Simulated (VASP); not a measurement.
# Ir (Fm-3m) in VASP: further runs, part 3 of 3

VASP 6.6.1.

## Step 4: Single point, PBEsol

This run uses another cell than the first one, of 14.31 Å³/atom, 1.091 times its volume.

INCAR

```
PREC     = Accurate       # precision mode
ENCUT    = 500            # plane-wave cutoff, eV
EDIFF    = 1E-6           # SCF threshold, eV
ISMEAR   = 0              # smearing method
SIGMA    = 0.1            # smearing width, eV
LREAL    = False          # projectors in reciprocal space
LASPH    = True           # aspherical terms in the spheres
NELM     = 120            # most SCF steps
ALGO     = Normal         # electronic algorithm
ISIF     = 2              # what is computed and relaxed
LWAVE    = False          # write WAVECAR
LCHARG   = False          # write CHGCAR
GGA      = PS             # functional
ISYM     = 0            
NBANDS   = 10             # bands
GGA_COMPAT= False
```

KPOINTS

```
Automatic mesh
0
Gamma
  4 4 4
  0.55 0.5 0.01
```

POSCAR

```
Ir
1.0
    0.0000000000      1.9269646676      1.9269646676
    1.9269646676      0.0000000000      1.9269646676
    1.9269646676      1.9269646676      0.0000000000
Ir
1
Direct
    0.0000000000      0.0000000000      0.0000000000
```

Potentials or basis: VASP PAW PBE potentials, release 64 (Ir).

Command:

```
$ cat potpaw_PBE.64/Ir/POTCAR > POTCAR
$ mpirun -np 1 vasp_std > vasp.out
```

OUTCAR:

```text
PREC = Accurate
   ENCUT = 500
   EDIFF = 1E-6
   ISMEAR = 0
   LREAL = False
   LASPH = True
   NELM = 120
   ISIF = 2
   GGA = PS
   ISYM = 0

 ion  position               nearest neighbor table
   1  0.000  0.000  0.000-

IMPORTANT INFORMATION: All symmetrisations will be switched off!
NOSYMM: (Re-)initialisation of all symmetry stuff for point group C_1.

----------------------------------------------------------------------------------------

                                     Primitive cell

  volume of cell :      14.3104

  direct lattice vectors                    reciprocal lattice vectors
     0.000000000  1.926964668  1.926964668    -0.259475437  0.259475437  0.259475437
     1.926964668  0.000000000  1.926964668     0.259475437 -0.259475437  0.259475437
     1.926964668  1.926964668  0.000000000     0.259475437  0.259475437 -0.259475437

  length of vectors
     2.725139567  2.725139567  2.725139567     0.449424641  0.449424641  0.449424641

  position of ions in fractional coordinates (direct lattice)
     0.000000000  0.000000000  0.000000000

  ion indices of the primitive-cell ions
   primitive index   ion index
                 1           1

----------------------------------------------------------------------------------------

 KPOINTS: Automatic mesh

Automatic generation of k-mesh.
 Grid dimensions read from file:
 generate k-points for:    4    4    4

 Generating k-lattice:

  Cartesian coordinates                     Fractional coordinates (reciprocal lattice)
    -0.064868859  0.064868859  0.064868859     0.250000000  0.000000000  0.000000000
     0.064868859 -0.064868859  0.064868859     0.000000000  0.250000000  0.000000000
     0.064868859  0.064868859 -0.064868859     0.000000000  0.000000000  0.250000000

  Length of vectors
     0.112356160  0.112356160  0.112356160

  Shift w.r.t. Gamma in fractional coordinates (k-lattice)
     0.550000000  0.500000000  0.010000000

 Subroutine IBZKPT returns following result:
[... 69 lines left out ...]
     AMIX_MAG =   1.60;   BMIX_MAG =  1.00
  volume/ion in A,a.u.               =      14.31        96.57
  Fermi-wavevector in a.u.,A,eV,Ry     =   1.402615  2.650559 26.767147  1.967330
  Thomas-Fermi vector in A             =   2.525359
   LORBIT       =      0    0 simple, 1 ext, 2 COOP (PROOUT), +10 PAW based schemes
   GGA     = PS    functional components
   LHFCALC =     F    Hartree Fock is set to
   AEXX    =    0.0000 exact exchange contribution
   IVDW    =     0    specifies the selected vdW correction
   LEPSILON=     F    determine dielectric tensor
   LRPA    =     F    only Hartree local field effects (RPA)
 non-spin polarized calculation
 Gauss-broadening in eV      SIGMA  =   0.10
  energy-cutoff  :      500.00
  volume of cell :       14.31
 maximum number of plane-waves:       371
   NGX =  9   NGY =  9   NGZ =  9

 number of electron       9.0000000 magnetization

 Free energy of the ion-electron system (eV)
  ---------------------------------------------------
  ext. energy  EPLUGINS =         0.00000000
  ---------------------------------------------------
  free energy    TOTEN  =        -9.53373756 eV

  energy without entropy =       -9.51879826  energy(sigma->0) =       -9.52626791

 E-fermi :  10.1286     XC(G=0): -14.0369

 val. band max:       10.1239772647   @ k =   0.3650   0.3775   0.0025
 cond. band min:      10.1308740830   @ k =  -0.1150   0.4975  -0.1275
 fundamental gap:      0.0068968183
 Fermi energy:        10.1286475228

 k-point     1 :      -0.1125    0.1250    0.0025
  band No.  band energies     occupation
      1       0.5149      2.00000
      2       5.4635      2.00000
      3       6.7087      2.00000
      4       6.8271      2.00000
      5       8.1508      2.00000
      6       9.2772      2.00000
      7      26.1326      0.00000
      8      26.7079      0.00000
      9      30.1147      0.00000
     10      33.2829      0.00000
[... 287 lines left out ...]
 k-point    24 :      -0.0025   -0.1250    0.1125
  band No.  band energies     occupation
      1       0.5149      2.00000
      2       5.4635      2.00000
      3       6.7087      2.00000
      4       6.8271      2.00000
      5       8.1508      2.00000
      6       9.2772      2.00000
      7      26.1326      0.00000
      8      26.7079      0.00000
      9      30.1147      0.00000
     10      33.2829      0.00000

 [... further k-points ...]
[... 5 lines left out ...]
  --------------------------------------------------------------------------------------
  -------------------------------------------------------------------------------------
  Total       -0.0726297     -0.0726295     -0.0726354      0.0000020      0.0000020      0.0000019
  in kB       -8.1315514     -8.1315275     -8.1321888      0.0002241      0.0002207      0.0002081
  external PRESSURE =      -8.1317559 kB  Pullay stress =       0.0000000 kB

 VOLUME and BASIS-vectors are now :
 -----------------------------------------------------------------------------
  energy-cutoff  :      500.00
  volume of cell :       14.31
      direct lattice vectors                 reciprocal lattice vectors
     0.000000000  1.926964668  1.926964668    -0.259475437  0.259475437  0.259475437
     1.926964668  0.000000000  1.926964668     0.259475437 -0.259475437  0.259475437
     1.926964668  1.926964668  0.000000000     0.259475437  0.259475437 -0.259475437

 POSITION                                       TOTAL-FORCE (eV/Angst)
 -----------------------------------------------------------------------------------
      0.00000      0.00000      0.00000         0.000000     -0.000000     -0.000000
 -----------------------------------------------------------------------------------
    total drift:                                0.000000     -0.000000     -0.000000

  FREE ENERGIE OF THE ION-ELECTRON SYSTEM (eV)
  ---------------------------------------------------
  free  energy   TOTEN  =        -9.5337375613 eV

  energy  without entropy=       -9.5187982585  energy(sigma->0) =       -9.52626791
```

Wall time 2.3 min (1 thread of AMD EPYC 7R13 (Zen 3), shared host); peak memory 0.28 GiB.

Results:

* Free energy: -9.5337 eV
* Pressure: -0.8 GPa

Caveat: the k points lie up to 0.71 Å⁻¹ apart; the PAW data sets were made with another functional, which shifts forces and pressure a little; spin-orbit coupling is left out, which moves the levels of the heavy elements.

## Step 5: Single point, PBE

This run uses another cell than the first one, of 13.25 Å³/atom, 1.010 times its volume.

INCAR

```
SYSTEM = Ir
PREC = Accurate ; ENCUT = 500
EDIFF = 1E-6 ; ISMEAR = 0
SIGMA = 0.1 ; LREAL = .FALSE.
LASPH = .TRUE. ; NELM = 120
ALGO = Normal ; ISIF = 2
LWAVE = .FALSE. ; LCHARG = .FALSE.
GGA = PE ; NBANDS = 10
GGA_COMPAT = .FALSE.
```

KPOINTS

```
Automatic mesh
0
G
  10 10 10
  0 0 0
```

POSCAR

```
Ir
1.0
    0.0000000000      1.8782097059      1.8782097059
    1.8782097059      0.0000000000      1.8782097059
    1.8782097059      1.8782097059      0.0000000000
Ir
1
Direct
    0.0000000000      0.0000000000      0.0000000000
```

Command:

```
$ cat potpaw_PBE.64/Ir/POTCAR > POTCAR
$ mpirun -np 1 vasp_std > vasp.out
```

Run time: 5.9 s. Hardware: 1 thread of AMD EPYC 7R13 (Zen 3), shared host; peak memory 0.1 GiB.

It converged, with:

```yaml
Free_energy: -8.7108 eV
Pressure: 40.4 GPa
```

Levels at points of the mesh, in eV from the Fermi level:
| k point | band 2 | band 3 | band 4 | band 5 | band 6 | band 7 |
| --- | --- | --- | --- | --- | --- | --- |
| (0.00, 0.00, 0.00) | -4.38 | -4.38 | -4.38 | -1.39 | -1.39 | 14.08 |
| (0.50, 0.00, 0.00) | -4.51 | -4.51 | -1.01 | 0.93 | 0.93 | 7.88 |
| (0.50, 0.50, 0.00) | -8.18 | 0.91 | 1.58 | 1.58 | 1.62 | 11.37 |

Caveat: spin-orbit coupling is left out, which moves the levels of the heavy elements.

## Step 6: Summary

```csv
level,spin,cell,k mesh,smearing,gap on the mesh (eV),pressure (GPa)
BLYP,"collinear, ferromagnetic start","a = 2.648 Å, angles 60.0°, 1 atom","2 × 2 × 2, shifted",fermi-dirac 0.0861733 eV,none,56.0
PBEsol,off,"a = 2.725 Å, angles 60.0°, 1 atom","4 × 4 × 4, shifted",gaussian 0.1 eV,none,-0.8
PBE,off,"a = 2.656 Å, angles 60.0°, 1 atom",10 × 10 × 10,gaussian 0.1 eV,none,40.4
```

Alike in all rows: task single point; potentials or basis VASP PAW PBE potentials, release 64 (Ir); cutoff (eV) 500.

Caveats: some runs use coarse meshes; spin-orbit coupling is left out, which moves the levels of the heavy elements; the PAW data sets were made with another functional, which shifts forces and pressure a little (some runs).

Absolute energies hang on the potentials; compare differences alone.
